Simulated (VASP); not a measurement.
Crystal: Cu.

```
Cu
1.0
    -2.20832    2.20832    1.20468
     2.20832   -2.20832    1.20468
     2.20832    2.20832   -1.20468
Cu
2
Cartesian
  0.0000 0.0000 0.0000
  0.0000 2.2083 0.6023
```

* Program: VASP 6.6.1
* Task: relaxation of cell and atoms
* Functional: PBEsol
* Potentials or basis: VASP PAW PBE potentials, release 64 (Cu)
* Cutoff: 600 eV
* k mesh: 8 × 8 × 8
* Occupations: gaussian, width 0.1 eV
* Spin: no spin polarisation

At the start: pressure 9.7 GPa; volume 11.75 Å³/atom.

Q: How do energy, volume and symmetry change on relaxing?

A: Over 10 steps the energy falls by 35.1 meV/atom and the volume is 12.50 Å³/atom (+6.4 %); space group I4_1/amd (No. 141, to 0.05 Å).

The path:
```
step  energy change (eV)  largest force (eV/Å)  pressure (GPa)  volume (Å³)
   1              0.0000                0.0000            9.74        23.50
   2             -0.0548                0.0000           -5.40        26.00
   3             -0.0677                0.0000            0.25        25.17
   4             -0.0673                0.0000           -2.10        25.32
   5             -0.0676                0.0000           -1.40        25.24
   6             -0.0677                0.0000           -0.81        25.21
   7             -0.0702                0.0000           -0.99        25.02
   8             -0.0700                0.0000            0.21        24.97
   9             -0.0702                0.0000            0.14        25.00
  10             -0.0702                0.0000            0.19        25.01
```

Final structure:
```yaml
crystal:
  lattice:
    - [-2.28861, 2.28861, 1.19372]
    - [2.28861, -2.28861, 1.19372]
    - [2.28861, 2.28861, -1.19372]
  atoms:
    - { symbol: Cu, position: [0.00000, 0.00000, 0.00000] }
    - { symbol: Cu, position: [0.75000, 0.25000, 0.50000] }
```

Caveat: the k points lie up to 0.37 Å⁻¹ apart in the final cell; the PAW data sets were made with another functional, which shifts forces and pressure a little.
